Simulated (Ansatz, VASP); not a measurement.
One calculation of Rh, two programs

Contents of POSCAR:

```
Rh
1.0
    0.0000000000      1.9015500000      1.9585965000
    1.9015500000      0.0000000000      1.9585965000
    1.9015500000      1.9015500000      0.0000000000
Rh
1
Direct
    0.0000000000      0.0000000000      0.0000000000
```

INCAR.step1

```
SYSTEM = Rh
ALGO = Normal
EDIFF = 1E-5
ENCUT = 680
GGA = PE
GGA_COMPAT = .FALSE.
ISMEAR = 0
LASPH = .TRUE.
LCHARG = .FALSE.
LREAL = .FALSE.
LWAVE = .TRUE.
NBANDS = 14
NELM = 120
PREC = Accurate
SIGMA = 0.15
```

Contents of INCAR.step2:

```
SYSTEM = Rh
ALGO = Normal
EDIFF = 1E-6
ENCUT = 680
GGA_COMPAT = .FALSE.
ISIF = 2
ISMEAR = 0
ISTART = 1
LASPH = .TRUE.
LCHARG = .FALSE.
LMIXTAU = .TRUE.
LREAL = .FALSE.
LWAVE = .FALSE.
METAGGA = R2SCAN
NBANDS = 14
NELM = 120
PREC = Accurate
SIGMA = 0.15
```

Contents of KPOINTS:

```
k-points
0
G
  8 8 8
  0 0 0
```

Input for Ansatz:

```yaml
crystal:
  lattice:
    - [0.0, 1.90155, 1.9585965]
    - [1.90155, 0.0, 1.9585965]
    - [1.90155, 1.90155, 0.0]
  atoms:
    - { symbol: Rh, position: [0.0, 0.0, 0.0] }
basis:
  ecutwfc: 500
kpoints:
  mp_grid: { grid: [8, 8, 8] }
hamiltonian:
  xc: r2scan
scf:
  occupations: { method: gaussian, width: 0.15 }
output:
  forces: true
  stress: true
  eigenvalues: true
```

Change from the starting cell: strain +0.000 along x and y, +0.030 along z, atoms carried along.

Alike in both runs: task single point; functional r2SCAN; k mesh 8 × 8 × 8; occupations gaussian, width 0.15 eV; no spin polarisation.

|  | VASP | Ansatz |
| --- | --- | --- |
| version | VASP 6.6.1 | Ansatz 0.2.0 |
| potentials or method | VASP PAW PBE potentials, release 64 (Rh_sv_GW), cutoff 680 eV | scalar-relativistic, plane waves, PAW |
| valence electrons in the cell | 17 | 17 |

|  | VASP | Ansatz | Ansatz less VASP |
| --- | --- | --- | --- |
| gap on the k mesh at the Fermi level (eV) | none | none | - |
| pressure (GPa) | -7.3 | -7.4 | -0.10 |
| traceless stress, the component that is largest in VASP (GPa) | -4.30 | -4.30 | +0.005 |

VASP's potentials were made for PBE, not for r2SCAN. A gap of «none» marks a metal or a gap that the smearing closes. With one functional, cell and mesh, what is left measures potentials, basis and numerics.
